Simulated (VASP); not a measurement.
Crystal: GaN.

```
Ga N
1.0
     0.00000    1.99250    1.99250
     1.99250    0.00000    1.99250
     1.99250    1.99250    0.00000
Ga N
1 1
Cartesian
  1.9925 1.9925 1.9925
  0.0000 0.0000 0.0000
```

Base run:

| Property | Result |
| --- | --- |
| Program | VASP 6.6.1 |
| Functional | r2SCAN |
| Potentials or basis | VASP PAW PBE potentials, release 64 (Ga_d, N) |
| Cutoff | 520 eV |
| k mesh | 10 × 10 × 10 |
| Occupations | gaussian, width 0.05 eV |
| Spin | no spin polarisation |

Its results: band gap on the k mesh 2.40 eV, indirect (least direct gap 5.89 eV); pressure 63.1 GPa.

Task: After a change of settings the same cell gave: band gap on the k mesh 1.82 eV, indirect (least direct gap 5.21 eV); pressure 70.3 GPa. Which change was it?
A. functional from r2SCAN to revPBE; dispersion from none to D4
B. functional from r2SCAN to BLYP
C. functional from r2SCAN to PBE; further incar settings from ALGO = Normal; EDIFF = 1e-06; NBANDS = 16 to ALGO = Normal; EDIFF = 1e-07; NBANDS = 16
D. functional from r2SCAN to RPBE; dispersion from none to D4

Result: C.

Caveats: the PAW data sets were made with another functional, which shifts forces and pressure a little (some runs).
